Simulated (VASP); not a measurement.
# Bi2Te3 (R-3m) in VASP: single point with PBE

Aim: the single point of Bi2Te3 with PBE.

All numbers are computed with VASP 6.6.1; they aren't measurements. Logs are shortened: lines on timing, memory, paths and dates and some standing lists are left out, and cuts for length are marked.

## 1. The cell of the first run

It takes space group R-3m (No. 166, trigonal). The conventional cell has a = 4.605 Å, b = 4.605 Å, c = 32.022 Å, α = 90.00°, β = 90.00°, γ = 120.00°. Within 4.2 Å of Bi (site symmetry 3m) lie 6 Te at 3.23 to 3.41 Å. Te (site symmetry -3m) has 6 Bi at 3.41 Å and 12 Te at 4.61 to 4.77 Å within 4.8 Å. Te (site symmetry 3m) has 3 Bi at 3.23 Å and 3 Te at 3.82 Å within 4.2 Å.

## 2. Single point, PBE (strain +0.050 along x and y, +0.050 along z)

Input file INCAR:

```
SYSTEM = Bi2Te3
ALGO = Normal
EDIFF = 1E-6
ENCUT = 520
GGA = PE
ISIF = 2
ISMEAR = 0
LASPH = .TRUE.
LCHARG = .FALSE.
LREAL = .FALSE.
LWAVE = .FALSE.
NBANDS = 32
NELM = 60
PREC = Accurate
SIGMA = 0.03
```

Input file KPOINTS:

```
k-points
0
G
  12 12 12
  0 0 0
```

Input file POSCAR:

```
Bi2Te3
1.0
    2.3026505863      1.3294359358     10.6739535000
   -2.3026505863      1.3294359358     10.6739535000
    0.0000000000     -2.6588718717     10.6739535000
Bi Te
2 3
Direct
    0.4000000000      0.4000000000      0.4000000000
    0.6000000000      0.6000000000      0.6000000000
    0.0000000000      0.0000000000      0.0000000000
    0.2095000000      0.2095000000      0.2095000000
    0.7905000000      0.7905000000      0.7905000000
```

Potentials or basis: VASP PAW PBE potentials, release 64 (Bi_d, Te).

Run with:

```console
$ cat potpaw_PBE.64/Bi_d/POTCAR potpaw_PBE.64/Te/POTCAR > POTCAR
$ mpirun -np 1 vasp_std > vasp.out
```

OUTCAR:

```text
SYSTEM = Bi2Te3
   EDIFF = 1E-6
   ENCUT = 520
   GGA = PE
   ISIF = 2
   ISMEAR = 0
   LASPH = .TRUE.
   LREAL = .FALSE.
   NELM = 60
   PREC = Accurate

 ion  position               nearest neighbor table
   1  0.400  0.400  0.400-   5 3.23   5 3.23   5 3.23   3 3.41   3 3.41   3 3.41
   2  0.600  0.600  0.600-   4 3.23   4 3.23   4 3.23   3 3.41   3 3.41   3 3.41
   3  0.000  0.000  0.000-   2 3.41   1 3.41   2 3.41   2 3.41   1 3.41   1 3.41
   4  0.209  0.209  0.209-   2 3.23   2 3.23   2 3.23
   5  0.791  0.791  0.791-   1 3.23   1 3.23   1 3.23

  LATTYP: Found a trigonal (rhomboedric) cell.
 ALAT       =    11.0001310424
 COS(alpha) =     0.9123624232

  Lattice vectors:

 A1 = (   2.3026505863,   1.3294359358,  10.6739535000)
 A2 = (  -2.3026505863,   1.3294359358,  10.6739535000)
 A3 = (   0.0000000000,  -2.6588718717,  10.6739535000)

Analysis of symmetry for initial positions (statically):
=====================================================================
 Subroutine PRICEL returns:
 Original cell was already a primitive cell.

 Routine SETGRP: Setting up the symmetry group for a
 trigonal (rhombohedral) supercell.

 Subroutine GETGRP returns: Found 12 space group operations
 (whereof 12 operations were pure point group operations)
 out of a pool of 12 trial point group operations.

The static configuration has the point symmetry D_3d.

Analysis of symmetry for dynamics (positions and initial velocities):
=====================================================================
 Subroutine PRICEL returns:
 Original cell was already a primitive cell.

 Routine SETGRP: Setting up the symmetry group for a
 trigonal (rhombohedral) supercell.

 Subroutine GETGRP returns: Found 12 space group operations
 (whereof 12 operations were pure point group operations)
 out of a pool of 12 trial point group operations.

The dynamic configuration has the point symmetry D_3d.

 Subroutine INISYM returns: Found 12 space group operations
 (whereof 12 operations are pure point group operations),
 and found     1 'primitive' translations

----------------------------------------------------------------------------------------

                                     Primitive cell

  volume of cell :     196.0523

  direct lattice vectors                    reciprocal lattice vectors
     2.302650586  1.329435936 10.673953500     0.217141065  0.125366452  0.031228666
    -2.302650586  1.329435936 10.673953500    -0.217141065  0.125366452  0.031228666
     0.000000000 -2.658871872 10.673953500     0.000000000 -0.250732904  0.031228666

  length of vectors
    11.000131042 11.000131042 11.000131042     0.252670178  0.252670178  0.252670178

  position of ions in fractional coordinates (direct lattice)
     0.400000000  0.400000000  0.400000000
     0.600000000  0.600000000  0.600000000
     0.000000000  0.000000000  0.000000000
     0.209500000  0.209500000  0.209500000
     0.790500000  0.790500000  0.790500000

  ion indices of the primitive-cell ions
   primitive index   ion index
                 1           1
                 2           2
                 3           3
                 4           4
                 5           5

----------------------------------------------------------------------------------------

 KPOINTS: k-points

Automatic generation of k-mesh.
 Grid dimensions read from file:
 generate k-points for:   12   12   12

 Generating k-lattice:

  Cartesian coordinates                     Fractional coordinates (reciprocal lattice)
     0.018095089  0.010447204  0.002602389     0.083333333 -0.000000000 -0.000000000
    -0.018095089  0.010447204  0.002602389    -0.000000000  0.083333333 -0.000000000
     0.000000000 -0.020894409  0.002602389     0.000000000  0.000000000  0.083333333

  Length of vectors
     0.021055848  0.021055848  0.021055848

  Shift w.r.t. Gamma in fractional coordinates (k-lattice)
     0.000000000  0.000000000  0.000000000

 Subroutine IBZKPT returns following result:
 ===========================================

 Found    189 irreducible k-points:

 Following reciprocal coordinates:
            Coordinates               Weight
  0.000000  0.000000  0.000000      1.000000
  0.083333  0.000000  0.000000      6.000000
  0.166667  0.000000 -0.000000      6.000000
  0.250000  0.000000 -0.000000      6.000000
  0.333333  0.000000  0.000000      6.000000
  0.416667 -0.000000 -0.000000      6.000000
[... 16 lines left out ...]
  0.500000  0.166667 -0.000000     12.000000
 -0.416667  0.166667  0.000000     12.000000
 [... further k-points ...]
   k-points           NKPTS =    189   k-points in BZ     NKDIM =    189   number of bands    NBANDS=     32
   number of dos      NEDOS =    301   number of ions     NIONS =      5
   total plane-waves  NPLWV = 592704
   dimension x,y,z NGX =    84 NGY =   84 NGZ =   84
   dimension x,y,z NGXF=   168 NGYF=  168 NGZF=  168
   ions per type =               2   3
   NGX,Y,Z   is equivalent  to a cutoff of  12.69, 12.69, 12.69 a.u.
   NGXF,Y,Z  is equivalent  to a cutoff of  25.39, 25.39, 25.39 a.u.
 SYSTEM =  Bi2Te3
   PREC   = accura    normal or accurate (medium, high low for compatibility)
   ISTART =      0    job   : 0-new  1-cont  2-samecut
   ICHARG =      2    charge: 1-file 2-atom 10-const
   ISPIN  =      1    spin polarized calculation?
   LNONCOLLINEAR =      F non collinear calculations
   LSORBIT =      F    spin-orbit coupling
   LASPH  =      T    aspherical Exc in radial PAW
   ENCUT  =  520.0 eV  38.22 Ry    6.18 a.u.  20.45 20.45 20.45*2*pi/ulx,y,z
   NELM   =     60;   NELMIN=  2; NELMDL= -5     # of ELM steps
   EDIFF  = 0.1E-05   stopping-criterion for ELM
   LREAL  =      F    real-space projection
   EDIFFG = 0.1E-04   stopping-criterion for IOM
   NSW    =      0    number of steps for IOM
   IBRION =     -1    ionic relax: 0-MD 1-quasi-New 2-CG
   NFREE  =      0    steps in history (QN), initial steepest desc. (CG)
   ISIF   =      2    stress and relaxation
   ISYM   =      2    0-nonsym 1-usesym 2-fastsym
   POTIM  = 0.5000    time-step for ionic-motion
   TEBEG  =    0.0;   TEEND  =   0.0 temperature during run
   PSTRESS=    0.0 pullay stress
   NELECT =      48.0000    total number of electrons
   NUPDOWN=      -1.0000    fix difference up-down
   EMIN   =  10.00;   EMAX   =-10.00  energy-range for DOS
   EFERMI =   0.00;   METHOD = LEGACY
   ISMEAR =     0;   SIGMA  =   0.03  broadening in eV -4-tet -1-fermi 0-gaus
   EFERMI_NEDOS =   21; number of points for ismear=-14 and -15
   IALGO  =     38    algorithm
   IMIX   =      4    mixing-type and parameters
     AMIX     =   0.40;   BMIX     =  1.00
     AMIX_MAG =   1.60;   BMIX_MAG =  1.00
  volume/ion in A,a.u.               =      39.21       264.61
  Fermi-wavevector in a.u.,A,eV,Ry     =   1.024152  1.935367 14.270989  1.048888
  Thomas-Fermi vector in A             =   2.157924
   LORBIT       =      0    0 simple, 1 ext, 2 COOP (PROOUT), +10 PAW based schemes
   GGA     = PE    functional components
   LHFCALC =     F    Hartree Fock is set to
   AEXX    =    0.0000 exact exchange contribution
   IVDW    =     0    specifies the selected vdW correction
   LEPSILON=     F    determine dielectric tensor
   LRPA    =     F    only Hartree local field effects (RPA)
 non-spin polarized calculation
 Gauss-broadening in eV      SIGMA  =   0.03
  energy-cutoff  :      520.00
  volume of cell :      196.05
 maximum number of plane-waves:      5320
 NGX is ok and might be reduce to    84
   NGX = 41   NGY = 41   NGZ = 41

 number of electron      47.9999997 magnetization

 Free energy of the ion-electron system (eV)
  ---------------------------------------------------
  ext. energy  EPLUGINS =         0.00000000
  ---------------------------------------------------
  free energy    TOTEN  =       -18.09609266 eV

  energy without entropy =      -18.09609266  energy(sigma->0) =      -18.09609266

 E-fermi :   4.5491     XC(G=0):  -8.6891

 val. band max:        4.3954956013   @ k =   0.0000   0.0000   0.0000
 cond. band min:       4.7394885225   @ k =   0.0000   0.0000   0.0000
 fundamental gap:      0.3439929212
 Fermi energy:         4.5491414816

 k-point     1 :       0.0000    0.0000    0.0000
  band No.  band energies     occupation
      1     -18.6141      2.00000
      2     -18.6141      2.00000
      3     -18.6141      2.00000
      4     -18.6141      2.00000
      5     -18.6139      2.00000
      6     -18.6132      2.00000
[... 24 lines left out ...]
     31       9.5936      0.00000
     32      10.0146      0.00000

 k-point     2 :       0.0833    0.0000    0.0000
  band No.  band energies     occupation
      1     -18.6142      2.00000
      2     -18.6141      2.00000
      3     -18.6136      2.00000
      4     -18.6136      2.00000
      5     -18.6136      2.00000
      6     -18.6129      2.00000
[... 24 lines left out ...]
     31       9.5065      0.00000
     32       9.7486      0.00000

 k-point     3 :       0.1667    0.0000   -0.0000
  band No.  band energies     occupation
      1     -18.6146      2.00000
      2     -18.6144      2.00000
      3     -18.6127      2.00000
      4     -18.6124      2.00000
      5     -18.6123      2.00000
      6     -18.6120      2.00000
[... 24 lines left out ...]
     31       9.0206      0.00000
     32       9.7724      0.00000

 k-point     4 :       0.2500    0.0000   -0.0000
  band No.  band energies     occupation
      1     -18.6152      2.00000
      2     -18.6148      2.00000
      3     -18.6116      2.00000
      4     -18.6109      2.00000
      5     -18.6109      2.00000
      6     -18.6106      2.00000
[... 654 lines left out ...]
     31       9.0284      0.00000
     32       9.6800      0.00000

 k-point    23 :       0.5000    0.1667   -0.0000
  band No.  band energies     occupation
      1     -18.6144      2.00000
      2     -18.6140      2.00000
      3     -18.6123      2.00000
      4     -18.6114      2.00000
      5     -18.6102      2.00000
      6     -18.6097      2.00000
[... 24 lines left out ...]
     31       8.9932      0.00000
     32       9.4322      0.00000

 k-point    24 :      -0.4167    0.1667    0.0000
  band No.  band energies     occupation
      1     -18.6145      2.00000
      2     -18.6140      2.00000
      3     -18.6126      2.00000
      4     -18.6115      2.00000
      5     -18.6103      2.00000
      6     -18.6092      2.00000
[... 24 lines left out ...]
     31       8.8867      0.00000
     32       9.4497      0.00000

 [... further k-points ...]

------------------------ aborting loop because EDIFF is reached ----------------------------------------

  FORCE on cell =-STRESS in cart. coord.  units (eV):
  Direction    XX          YY          ZZ          XY          YZ          ZX
  --------------------------------------------------------------------------------------
  -------------------------------------------------------------------------------------
  Total       -4.6683272     -4.6683272     -5.2755101     -0.0000000      0.0000000      0.0000000
  in kB      -38.1504669    -38.1504669    -43.1124824     -0.0000000      0.0000000      0.0000000
  external PRESSURE =     -39.8044721 kB  Pullay stress =       0.0000000 kB

 VOLUME and BASIS-vectors are now :
 -----------------------------------------------------------------------------
  energy-cutoff  :      520.00
  volume of cell :      196.05
      direct lattice vectors                 reciprocal lattice vectors
     2.302650586  1.329435936 10.673953500     0.217141065  0.125366452  0.031228666
    -2.302650586  1.329435936 10.673953500    -0.217141065  0.125366452  0.031228666
     0.000000000 -2.658871872 10.673953500     0.000000000 -0.250732904  0.031228666

 POSITION                                       TOTAL-FORCE (eV/Angst)
 -----------------------------------------------------------------------------------
      0.00000     -0.00000     12.80874         0.000000     -0.000000      0.337209
      0.00000     -0.00000     19.21312         0.000000      0.000000     -0.337209
      0.00000      0.00000      0.00000         0.000000      0.000000     -0.000000
      0.00000     -0.00000      6.70858         0.000000     -0.000000      0.791305
      0.00000     -0.00000     25.31328         0.000000      0.000000     -0.791305
 -----------------------------------------------------------------------------------
    total drift:                                0.000000     -0.000000      0.000000

  FREE ENERGIE OF THE ION-ELECTRON SYSTEM (eV)
  ---------------------------------------------------
  free  energy   TOTEN  =       -18.0960926553 eV

  energy  without entropy=      -18.0960926553  energy(sigma->0) =      -18.09609266
```

Wall time 2.7 h (1 thread of Oxide Virtual Turin-like, shared host); peak memory 1.7 GiB.

What came out:

```
Free energy            : -18.0961 eV
Pressure               : -4.0 GPa
Largest force          : 0.791 eV/Å
Band gap on the k mesh : 0.34 eV
```

Forces on the atoms (eV/Å):
```
Bi   0.000  0.000  0.337
Bi   0.000  0.000 -0.337
Te   0.000  0.000  0.000
Te   0.000  0.000  0.791
Te   0.000  0.000 -0.791
```

Caveat: the cell differs from its parent crystal (strain +0.050 along x and y, +0.050 along z); the cell stands under tension; spin-orbit coupling is left out, which moves the levels of the heavy elements.
